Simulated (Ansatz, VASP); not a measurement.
## One calculation of B, two programs

```
B
1.0
     2.44916    1.41402    4.17093
    -2.44916    1.41402    4.17093
     0.00000   -2.82804    4.17093
B
12
Cartesian
  -1.5786 0.9114 2.8118
  0.0000 -1.8228 2.8118
  1.5786 0.9114 2.8118
  1.5786 -0.9114 9.7010
  -1.5786 -0.9114 9.7010
  0.0000 1.8228 9.7010
  -1.0072 0.5815 4.4745
  0.0000 -1.1630 4.4745
  1.0072 0.5815 4.4745
  1.0072 -0.5815 8.0383
  -1.0072 -0.5815 8.0383
  0.0000 1.1630 8.0383
```

Alike in both runs: functional r2SCAN; k mesh 7 × 7 × 7; occupations fermi-dirac, width 0.01 eV; no spin polarisation.

Ansatz relaxed the structure, and its values are those at the end. VASP's run is a single point on that final structure, the one shown.

|  | VASP | Ansatz |
| --- | --- | --- |
| version | VASP 6.6.1 | Ansatz 0.2.0 |
| potentials or method | VASP PAW PBE potentials, release 64 (B), cutoff 520 eV | plane-wave PAW DFT |
| valence electrons in the cell | 36 | 36 |

Ansatz gave:

```
pressure (GPa)                     : 0.0
rms of the force components (eV/Å) : 0.000
```

Problem. What did VASP give for the same quantities?

Solution. Pressure (GPa): 0.3; rms of the force components (eV/Å): 0.012.

VASP's potentials were made for PBE, not for r2SCAN.
